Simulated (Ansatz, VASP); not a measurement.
## BiTe in VASP and in Ansatz

Contents of INCAR:

```
ALGO = Normal
EDIFF = 1E-6
ENCUT = 500
GGA = PE
GGA_COMPAT = False
ISIF = 2
ISMEAR = 0
LASPH = True
LCHARG = True
LELF = True
LREAL = False
LVHAR = True
LWAVE = False
NBANDS = 18
NELM = 120
PREC = Accurate
SIGMA = 0.05
```

KPOINTS

```
k-points
0
Gamma
  10 10 8
```

File POSCAR:

```
BiTe
1.0
    4.1497576262      0.0000000000      0.0000000000
   -2.0748788131      3.5937955239      0.0000000000
    0.0000000000      0.0000000000      4.4405072890
Bi Te
1 1
Direct
    0.0000000000      0.0000000000      0.0000000000
    0.6666666667      0.3333333333      0.5270239394
```

Input for Ansatz:

```yaml
crystal:
  lattice:
    - [4.1497576262, 0.0, 0.0]
    - [-2.0748788131, 3.5937955239, 0.0]
    - [0.0, 0.0, 4.440507289]
  atoms:
    - { symbol: Bi, position: [0.0, 0.0, 0.0] }
    - { symbol: Te, position: [0.6666666667, 0.3333333333, 0.5270239394] }
basis:
  ecutwfc: 420
  ecutrho_ratio: 4
kpoints:
  mp_grid: { grid: [10, 10, 8] }
hamiltonian:
  xc: pbe
scf:
  occupations: { method: gaussian, width: 0.05 }
output:
  forces: true
  stress: true
  eigenvalues: true
  write_density: true
  write_potential: true
  elf: true
  volumetric_format: npy
```

Alike in both runs: task single point; functional PBE; k mesh 10 × 10 × 8; occupations gaussian, width 0.05 eV; no spin polarisation.

|  | VASP | Ansatz |
| --- | --- | --- |
| version | VASP 6.6.1 | Ansatz 0.2.0 |
| potentials or method | VASP PAW PBE potentials, release 64 (Bi_d, Te), cutoff 500 eV | scalar-relativistic, plane waves, PAW |
| valence electrons in the cell | 21 | 31 |

|  | VASP | Ansatz | Ansatz less VASP |
| --- | --- | --- | --- |
| gap on the k mesh at the Fermi level (eV) | none | none | - |
| pressure (GPa) | 0.3 | 0.4 | +0.05 |
| traceless stress, the component that is largest in VASP (GPa) | 0.26 | 0.25 | -0.004 |
| rms of the force components (eV/Å) | 0.095 | 0.093 | -0.0018 |

Atom by atom the forces differ by 0.002 eV/Å (rms over components). A gap of «none» marks a metal or a gap that the smearing closes. VASP's potentials hold 21 valence electrons a cell and Ansatz's 31, so a difference there can come from the potentials and not from the codes.

Spin-orbit coupling is off throughout.
